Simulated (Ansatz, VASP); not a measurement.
# Al3Pd: VASP beside Ansatz

```
CELL_PARAMETERS angstrom
-2.32620 2.47902 2.96276
2.32620 -2.47902 2.96276
2.32620 2.47902 -2.96276
ATOMIC_POSITIONS crystal
Al 0.00000 0.00000 0.00000
Al 0.66654 0.66654 0.00000
Al 0.33346 0.33346 0.00000
Pd 0.50000 0.00000 0.50000
```

Alike in both runs: task relaxation of cell and atoms; functional PBE; k mesh 6 × 6 × 6; occupations gaussian, width 0.1 eV; no spin polarisation.

```csv
,VASP,Ansatz
version,VASP 6.6.1,Ansatz 0.2.0
potentials or method,"VASP PAW PBE potentials, release 64 (Al, Pd), cutoff 600 eV","scalar-relativistic, plane waves, PAW"
valence electrons in the cell,19,27
```

Ansatz gave:

| Property | Result |
| --- | --- |
| gap on the k mesh at the Fermi level, each at its own relaxed structure (eV) | none |
| relaxed volume (Å³/atom) | 20.06 |
| relaxed cell length with the largest relative difference (Å) | 5.170 |

Q: Estimate VASP's values.

A: gap on the k mesh at the Fermi level, each at its own relaxed structure (eV): none; relaxed volume (Å³/atom): 20.01; relaxed cell length with the largest relative difference (Å): 5.164.

A gap of «none» marks a metal or a gap that the smearing closes. VASP's potentials hold 19 valence electrons a cell and Ansatz's 27, so a difference there can come from the potentials and not from the codes.

Noted on VASP's run: the volume moved by over 15 % at a fixed basis, so the end points are rough.
